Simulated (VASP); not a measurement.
A run of VASP 6.6.1 is set up as follows.

Contents of INCAR:

```
PREC = Accurate ; ENCUT = 500
EDIFF = 1E-7 ; ISMEAR = 0
SIGMA = 0.02 ; LREAL = F
LASPH = T ; NELM = 120
ALGO = Normal ; ISIF = 3
LWAVE = F ; LCHARG = F
GGA = PE ; IVDW = 12
IBRION = 2 ; NSW = 70
EDIFFG = -0.005 ; GGA_COMPAT = F
NELMIN = 4
```

KPOINTS

```
Automatic mesh
0
Gamma
  10 10 10
```

Contents of POSCAR:

```
BP
1.0
    0.0000000000      2.2741519252      2.2741519252
    2.2741519252      0.0000000000      2.2741519252
    2.2741519252      2.2741519252      0.0000000000
B P
1 1
Direct
    0.0000000000      0.0000000000      0.0000000000
    0.2500000000      0.2500000000      0.2500000000
```

Potentials or basis: VASP PAW PBE potentials, release 64 (B, P).

Command:

```bash
$ cat potpaw_PBE.64/B/POTCAR potpaw_PBE.64/P/POTCAR > POTCAR
$ mpirun -np 1 vasp_std > vasp.out
```

**Question.** Predict the space group after relaxing (to 0.1 Å).

**Answer.** F-43m (No. 216).

**Question.** What does it give for the relaxed cell?

**Answer.** a = 3.186 Å, b = 3.186 Å, c = 3.186 Å, α = 60.00°, β = 60.00°, γ = 60.00°.

**Question.** Estimate the dispersion energy per atom.

**Answer.** -0.331 eV.

**Question.** Estimate the relaxed volume.

**Answer.** 11.43 Å³/atom.

Final structure:
```
B P
1.0
     0.00000    2.25265    2.25265
     2.25265    0.00000    2.25265
     2.25265    2.25265    0.00000
B P
1 1
Direct
  0.00000 0.00000 0.00000
  0.25000 0.25000 0.25000
```
